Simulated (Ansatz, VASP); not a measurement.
Te in VASP and in Ansatz

```
CELL_PARAMETERS angstrom
3.49533 0.00000 0.11527
0.00000 4.39343 0.00000
-0.15597 0.00000 4.38039
ATOMIC_POSITIONS crystal
Te 0.50001 0.75000 0.25000
Te 0.49999 0.25000 0.75000
```

Alike in both runs: functional PBE; k mesh 6 × 4 × 4; occupations gaussian, width 0.1 eV; no spin polarisation.

Ansatz relaxed the structure, and its values are those at the end. VASP's run is a single point on that final structure, the one shown.

```csv
,VASP,Ansatz
version,VASP 6.6.1,Ansatz 0.2.0
potentials or method,"VASP PAW PBE potentials, release 64 (Te), cutoff 520 eV","scalar-relativistic, plane waves, PAW"
valence electrons in the cell,12,32
```

Ansatz gave:

```
gap on the k mesh at the Fermi level (eV) : none
pressure (GPa)                            : 0.1
```

**Question.** What did VASP give for the same quantities?

**Answer.** gap on the k mesh at the Fermi level (eV): none; pressure (GPa): 0.0.

A gap of «none» marks a metal or a gap that the smearing closes. With one functional, cell and mesh, what is left measures potentials, basis and numerics. VASP's potentials hold 12 valence electrons a cell and Ansatz's 32, so a difference there can come from the potentials and not from the codes.

Spin-orbit coupling is off throughout.
